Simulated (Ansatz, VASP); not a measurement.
One calculation of Si4O, two programs

INCAR

```
SYSTEM = Si4O
PREC = Accurate
ENCUT = 600
EDIFF = 1E-6
ISMEAR = 0
SIGMA = 0.1
LREAL = .FALSE.
LASPH = .TRUE.
NELM = 100
ALGO = Normal
ISIF = 3
LWAVE = .FALSE.
LCHARG = .FALSE.
GGA = PE
IBRION = 2
NSW = 90
EDIFFG = -0.04
```

Contents of KPOINTS:

```
Automatic mesh
0
G
  6 4 4
  0 0 0
```

File POSCAR:

```
Si4O
1.0
    2.6031800188      0.0000000000      0.0000000000
    0.0000000000      5.6402272983      0.0000000000
    0.0000000000      0.0000000000      6.2668840180
Si O
4 1
Direct
    0.5000000000      0.2748355490      0.0000000000
    0.5000000000      0.7251644510      0.0000000000
    0.0000000000      0.5000000000      0.7050341166
    0.0000000000      0.5000000000      0.2949658834
    0.0000000000      0.0000000000      0.0000000000
```

Input for Ansatz:

```yaml
crystal:
  lattice:
    - [2.6031800188, 0.0, 0.0]
    - [0.0, 5.6402272983, 0.0]
    - [0.0, 0.0, 6.266884018]
  atoms:
    - { symbol: Si, position: [0.5, 0.274835549, 0.0] }
    - { symbol: Si, position: [0.5, 0.725164451, 0.0] }
    - { symbol: Si, position: [0.0, 0.5, 0.7050341166] }
    - { symbol: Si, position: [0.0, 0.5, 0.2949658834] }
    - { symbol: O, position: [0.0, 0.0, 0.0] }
basis:
  ecutwfc: 420
kpoints:
  mp_grid: { grid: [6, 4, 4] }
hamiltonian:
  xc: pbe
scf:
  occupations: { method: gaussian, width: 0.1 }
  lower_state_search: "off"
output:
  forces: true
  stress: true
  eigenvalues: true
relax:
  adjacent_minimum: "off"
  f_tol: 0.04
  max_steps: 70
  cell: { stress_tol: 0.4 }
```

Alike in both runs: task relaxation of cell and atoms; functional PBE; k mesh 6 × 4 × 4; occupations gaussian, width 0.1 eV; no spin polarisation.

```csv
,VASP,Ansatz
version,VASP 6.6.1,Ansatz 0.2.0
potentials or method,"VASP PAW PBE potentials, release 64 (Si, O), cutoff 600 eV","scalar-relativistic, plane waves, PAW"
valence electrons in the cell,22,22
```

Ansatz gave:

```
gap on the k mesh at the Fermi level, each at its own relaxed structure (eV) : none
relaxed volume (Å³/atom)                                                     : 18.44
relaxed length of the cell vector where the two differ most in proportion (Å)              : 5.817
```

Question: What did VASP give for the same quantities?

Answer: gap on the k mesh at the Fermi level, each at its own relaxed structure (eV): none; relaxed volume (Å³/atom): 18.49; relaxed length of the cell vector where the two differ most in proportion (Å): 5.826.

A gap of «none» marks a metal or a gap that the smearing closes.

The k mesh is coarse, so the values compare programs but aren't converged.
